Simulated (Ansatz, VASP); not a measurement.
Bi in VASP and in Ansatz

```
Bi
1.0
     2.25774    1.30351    3.92746
    -2.25774    1.30351    3.92746
     0.00000   -2.60702    3.92746
Bi
2
Direct
  0.23389 0.23389 0.23389
  0.76611 0.76611 0.76611
```

Change from the starting cell: volume scaled by 0.98.

Alike in both runs: task single point; functional LDA; k mesh 11 × 11 × 11; occupations fermi-dirac, width 0.03 eV; no spin polarisation.

|  | VASP | Ansatz |
| --- | --- | --- |
| version | VASP 6.6.1 | Ansatz 0.2.0 |
| potentials or method | VASP PAW LDA potentials, release 64 (Bi_d), cutoff 520 eV | all-electron LAPW, scalar-relativistic |

```tsv
	VASP	Ansatz	Ansatz less VASP
pressure (GPa)	-0.8	-0.9	-0.06
rms of the force components (eV/Å)	0.089	0.076	-0.0130
```

LDA's correlation is that of Perdew and Zunger in VASP and of Perdew and Wang (1992) in Ansatz. Atom by atom the forces differ by 0.013 eV/Å (rms over components). Ansatz ran all-electron here, and VASP with PAW potentials.

Spin-orbit coupling is off throughout.
